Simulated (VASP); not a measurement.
# Ta2SiO3 (P-4m2) in VASP: a series of runs, part 2 of 2

VASP 6.6.1. The steps go on from the part before.

### Step 3. Relaxation of cell and atoms, PBE

This run uses another cell than the first one, of 12.79 Å³/atom.

File INCAR:

```
SYSTEM = Ta2SiO3
  ALGO = Normal
  EDIFF = 1E-7
  EDIFFG = -0.08
  ENCUT = 600
  GGA = PE
  IBRION = 2
  ISIF = 3
  ISMEAR = 0
  LASPH = .True.
  LCHARG = .False.
  LREAL = .False.
  LWAVE = .False.
  NELM = 80
  NSW = 36
  PREC = Accurate
  SIGMA = 0.15
```

File KPOINTS:

```
k-points
0
Gamma
  4 4 2
  0 0 0
```

File POSCAR:

```
Ta2SiO3
1.0
    3.2662524400      0.0000000000      0.0000000000
    0.0000000000      3.2662524400      0.0000000000
    0.0000000000      0.0000000000      7.1958607900
Ta Si O
2 1 3
Direct
    0.0000000000      0.5000000000      0.7315000300
    0.5000000000      0.0000000000      0.2684999700
    0.0000000000      0.0000000000      0.0000000000
    0.0000000000      0.5000000000      0.3835000100
    0.5000000000      0.0000000000      0.6164999900
    0.5000000000      0.5000000000      0.0000000000
```

Potentials or basis: VASP PAW PBE potentials, release 64 (Ta_pv, Si, O).

On the command line:

```
> cat potpaw_PBE.64/Ta_pv/POTCAR potpaw_PBE.64/Si/POTCAR potpaw_PBE.64/O/POTCAR > POTCAR
> mpirun -np 1 vasp_std > vasp.out
```

OUTCAR:

```text
SYSTEM = Ta2SiO3
   EDIFF = 1E-7
   EDIFFG = -0.08
   ENCUT = 600
   GGA = PE
   IBRION = 2
   ISIF = 3
   ISMEAR = 0
   LASPH = .True.
   LREAL = .False.
   NELM = 80
   NSW = 36
   PREC = Accurate

 ion  position               nearest neighbor table
   1  0.000  0.500  0.732-   5 2.45   5 2.45   5 2.45   5 2.45   4 2.50   3 2.53   6 2.53   6 2.53
                             3 2.53
   2  0.500  0.000  0.268-   4 2.45   4 2.45   4 2.45   4 2.45   5 2.50   6 2.53   3 2.53   6 2.53
                             3 2.53
   3  0.000  0.000  0.000-   6 2.31   6 2.31   6 2.31   6 2.31   2 2.53   2 2.53   1 2.53   1 2.53

   4  0.000  0.500  0.384-   2 2.45   2 2.45   2 2.45   2 2.45   1 2.50
   5  0.500  0.000  0.616-   1 2.45   1 2.45   1 2.45   1 2.45   2 2.50
   6  0.500  0.500  0.000-   3 2.31   3 2.31   3 2.31   3 2.31   2 2.53   1 2.53   1 2.53   2 2.53

  LATTYP: Found a simple tetragonal cell.
 ALAT       =     3.2662524400
 C/A-ratio  =     2.2030938888

  Lattice vectors:

 A1 = (   3.2662524400,   0.0000000000,   0.0000000000)
 A2 = (   0.0000000000,   3.2662524400,   0.0000000000)
 A3 = (   0.0000000000,   0.0000000000,   7.1958607900)

Analysis of symmetry for initial positions (statically):
=====================================================================
 Subroutine PRICEL returns:
 Original cell was already a primitive cell.

 Routine SETGRP: Setting up the symmetry group for a
 simple tetragonal supercell.

 Subroutine GETGRP returns: Found  8 space group operations
 (whereof  8 operations were pure point group operations)
 out of a pool of 16 trial point group operations.

The static configuration has the point symmetry D_2d.

Analysis of symmetry for dynamics (positions and initial velocities):
=====================================================================
 Subroutine PRICEL returns:
 Original cell was already a primitive cell.

 Routine SETGRP: Setting up the symmetry group for a
 simple tetragonal supercell.

 Subroutine GETGRP returns: Found  8 space group operations
 (whereof  8 operations were pure point group operations)
 out of a pool of 16 trial point group operations.

The dynamic configuration has the point symmetry D_2d.

 Subroutine INISYM returns: Found  8 space group operations
 (whereof  8 operations are pure point group operations),
 and found     1 'primitive' translations

----------------------------------------------------------------------------------------

                                     Primitive cell

  volume of cell :      76.7684

  direct lattice vectors                    reciprocal lattice vectors
     3.266252440  0.000000000  0.000000000     0.306161271  0.000000000  0.000000000
     0.000000000  3.266252440  0.000000000     0.000000000  0.306161271  0.000000000
     0.000000000  0.000000000  7.195860790     0.000000000  0.000000000  0.138968781

  length of vectors
     3.266252440  3.266252440  7.195860790     0.306161271  0.306161271  0.138968781

  position of ions in fractional coordinates (direct lattice)
     0.000000000  0.500000000  0.731500030
     0.500000000  0.000000000  0.268499970
     0.000000000  0.000000000  0.000000000
     0.000000000  0.500000000  0.383500010
     0.500000000  0.000000000  0.616499990
[... 44 lines left out ...]
  0.500000  0.500000  0.000000      1.000000
  0.000000  0.000000  0.500000      1.000000
  0.250000  0.000000  0.500000      4.000000
  0.500000  0.000000  0.500000      2.000000
  0.250000  0.250000  0.500000      4.000000
  0.500000  0.250000  0.500000      4.000000
  0.500000  0.500000  0.500000      1.000000
   k-points           NKPTS =     12   k-points in BZ     NKDIM =     12   number of bands    NBANDS=     26
   number of dos      NEDOS =    301   number of ions     NIONS =      6
   total plane-waves  NPLWV =  47040
   dimension x,y,z NGX =    28 NGY =   28 NGZ =   60
   dimension x,y,z NGXF=    56 NGYF=   56 NGZF=  120
   ions per type =               2   1   3
   NGX,Y,Z   is equivalent  to a cutoff of  14.25, 14.25, 13.86 a.u.
   NGXF,Y,Z  is equivalent  to a cutoff of  28.50, 28.50, 27.72 a.u.
 SYSTEM =  Ta2SiO3
   PREC   = accura    normal or accurate (medium, high low for compatibility)
   ISTART =      0    job   : 0-new  1-cont  2-samecut
   ICHARG =      2    charge: 1-file 2-atom 10-const
   ISPIN  =      1    spin polarized calculation?
   LNONCOLLINEAR =      F non collinear calculations
   LSORBIT =      F    spin-orbit coupling
   LASPH  =      T    aspherical Exc in radial PAW
   ENCUT  =  600.0 eV  44.10 Ry    6.64 a.u.   6.52  6.52 14.37*2*pi/ulx,y,z
   NELM   =     80;   NELMIN=  2; NELMDL= -5     # of ELM steps
   EDIFF  = 0.1E-06   stopping-criterion for ELM
   LREAL  =      F    real-space projection
   EDIFFG = -.8E-01   stopping-criterion for IOM
   NSW    =     36    number of steps for IOM
   IBRION =      2    ionic relax: 0-MD 1-quasi-New 2-CG
   NFREE  =      1    steps in history (QN), initial steepest desc. (CG)
   ISIF   =      3    stress and relaxation
   ISYM   =      2    0-nonsym 1-usesym 2-fastsym
   POTIM  = 0.5000    time-step for ionic-motion
   TEBEG  =    0.0;   TEEND  =   0.0 temperature during run
   PSTRESS=    0.0 pullay stress
   NELECT =      44.0000    total number of electrons
   NUPDOWN=      -1.0000    fix difference up-down
   EMIN   =  10.00;   EMAX   =-10.00  energy-range for DOS
   EFERMI =   0.00;   METHOD = LEGACY
   ISMEAR =     0;   SIGMA  =   0.15  broadening in eV -4-tet -1-fermi 0-gaus
   EFERMI_NEDOS =   21; number of points for ismear=-14 and -15
   IALGO  =     38    algorithm
   IMIX   =      4    mixing-type and parameters
     AMIX     =   0.40;   BMIX     =  1.00
     AMIX_MAG =   1.60;   BMIX_MAG =  1.00
  volume/ion in A,a.u.               =      12.79        86.34
  Fermi-wavevector in a.u.,A,eV,Ry     =   1.359873  2.569787 25.160631  1.849254
  Thomas-Fermi vector in A             =   2.486584
   LORBIT       =      0    0 simple, 1 ext, 2 COOP (PROOUT), +10 PAW based schemes
   GGA     = PE    functional components
   LHFCALC =     F    Hartree Fock is set to
   AEXX    =    0.0000 exact exchange contribution
   IVDW    =     0    specifies the selected vdW correction
   LEPSILON=     F    determine dielectric tensor
   LRPA    =     F    only Hartree local field effects (RPA)
 conjugate gradient relaxation of ions
 non-spin polarized calculation
 Gauss-broadening in eV      SIGMA  =   0.15
  energy-cutoff  :      600.00
  volume of cell :       76.77
 maximum number of plane-waves:      2589
 NGX is ok and might be reduce to    28
   NGX = 13   NGY = 13   NGZ = 29

--------------------------------------- Ionic step        1  -------------------------------------------

 number of electron      44.0000016 magnetization

 Free energy of the ion-electron system (eV)
  ---------------------------------------------------
  ext. energy  EPLUGINS =         0.00000000
  ---------------------------------------------------
  free energy    TOTEN  =       -48.51288775 eV

  energy without entropy =      -48.44803894  energy(sigma->0) =      -48.48046335

------------------------ aborting loop because EDIFF is reached ----------------------------------------

  FORCE on cell =-STRESS in cart. coord.  units (eV):
  Direction    XX          YY          ZZ          XY          YZ          ZX
  --------------------------------------------------------------------------------------
  -------------------------------------------------------------------------------------
  Total       -7.9354133     -7.9354133     -5.3744566      0.0000000      0.0000000      0.0000000
  in kB     -165.6143205   -165.6143205   -112.1664288      0.0000000      0.0000000      0.0000000
  external PRESSURE =    -147.7983566 kB  Pullay stress =       0.0000000 kB
[... 101 lines left out ...]
  FREE ENERGIE OF THE ION-ELECTRON SYSTEM (eV)
  ---------------------------------------------------
  free  energy   TOTEN  =       -49.3548495001 eV

  energy  without entropy=      -49.2957650098  energy(sigma->0) =      -49.32530725

[... ionic steps 4 to 11 ...]

--------------------------------------- Ionic step       12  -------------------------------------------

 number of electron      43.9999995 magnetization

------------------------ aborting loop because EDIFF is reached ----------------------------------------
[... 75 lines left out ...]
--------------------------------------- Ionic step       14  -------------------------------------------

 number of electron      43.9999997 magnetization

 Free energy of the ion-electron system (eV)
  ---------------------------------------------------
  ext. energy  EPLUGINS =         0.00000000
  ---------------------------------------------------
  free energy    TOTEN  =       -50.07396498 eV

  energy without entropy =      -50.00700884  energy(sigma->0) =      -50.04048691

 E-fermi :   8.6591     XC(G=0): -12.3997

 val. band max:        8.6583446556   @ k =   0.0000   0.0000   0.0000
 cond. band min:       8.6913453863   @ k =   0.5000   0.0000   0.5000
 fundamental gap:      0.0330007307
 Fermi energy:         8.6591123084

 k-point     1 :       0.0000    0.0000    0.0000
  band No.  band energies     occupation
      1     -27.5352      2.00000
      2     -27.4248      2.00000
      3     -27.1345      2.00000
      4     -27.1345      2.00000
      5     -27.0495      2.00000
      6     -27.0495      2.00000
[... 370 lines left out ...]
  FREE ENERGIE OF THE ION-ELECTRON SYSTEM (eV)
  ---------------------------------------------------
  free  energy   TOTEN  =       -50.0739649839 eV

  energy  without entropy=      -50.0070088428  energy(sigma->0) =      -50.04048691

 reached required accuracy - stopping structural energy minimisation
```

Run time: 11 min. Hardware: 1 thread of Intel Xeon 8259CL, shared host; peak memory 0.23 GiB.

Results:

```yaml
Free_energy: -50.0740 eV
Relaxed_volume: 11.35 Å³/atom
Relaxed_cell: a = 2.946 Å, b = 2.946 Å, c = 7.848 Å, α = 90.00°, β = 90.00°, γ = 90.00°
Space_group_after_relaxing_to_0.1_Å: P-4m2 (No. 115)
Energy_gained_by_relaxing: 260.2 meV/atom
Ionic_steps: 14
Pressure_after_relaxing: 0.3 GPa
Largest_force_after_relaxing: 0.056 eV/Å
Band_gap_on_the_k_mesh: zero (bands 22 and 23 overlap by 1.09 eV)
```

Forces on the atoms (eV/Å):
```
Ta   0.000  0.000 -0.023
Ta   0.000  0.000  0.023
Si   0.000  0.000  0.000
O    0.000  0.000 -0.056
O    0.000  0.000  0.056
O    0.000  0.000  0.000
```

The path:
| step | energy change (eV) | largest force (eV/Å) | pressure (GPa) | volume (Å³) |
| --- | --- | --- | --- | --- |
| 1 | 0.0000 | 2.6730 | -14.78 | 76.77 |
| 2 | -0.7706 | 1.8047 | 16.88 | 64.38 |
| 3 | -0.8420 | 2.1524 | 7.79 | 66.82 |
| 4 | -1.2097 | 0.4645 | 3.69 | 67.51 |
| 5 | -1.2134 | 0.4356 | 3.48 | 67.62 |
| 6 | -1.2593 | 0.4100 | -3.91 | 70.00 |
| 7 | -1.2597 | 0.4123 | -3.31 | 69.79 |
| 8 | -1.3162 | 0.3630 | -3.47 | 69.78 |
| 9 | -1.4952 | 0.1716 | -4.09 | 69.64 |
| 10 | -1.1891 | 1.8198 | -2.96 | 68.95 |
| 11 | -1.5287 | 0.2394 | -4.26 | 69.55 |
| 12 | -1.5377 | 0.0476 | 5.08 | 66.74 |
| 13 | -1.5567 | 0.1149 | 0.64 | 67.98 |
| 14 | -1.5611 | 0.0562 | 0.35 | 68.13 |

Final structure:
```xyz
6
Lattice="2.9464 0.0000 0.0000 0.0000 2.9464 0.0000 0.0000 0.0000 7.8478" Properties=species:S:1:pos:R:3 pbc="T T T"
Ta    2.9464    1.4732    5.5113
Ta    1.4732    2.9464    2.3366
Si    0.0000    2.9464    0.0000
O     2.9464    1.4732    3.1427
O     1.4732    2.9464    4.7052
O     1.4732    1.4732    0.0000
```

Caveat: the k points lie up to 0.53 Å⁻¹ apart in the final cell, too coarse for converged energies and pressures of a metal; spin-orbit coupling is left out, which moves the levels of the heavy elements; the relaxation stopped at a loose force limit of 0.08 eV/Å, so its end isn't a converged minimum.

The gap in the log of VASP goes by the Fermi energy; the results here count the filled bands.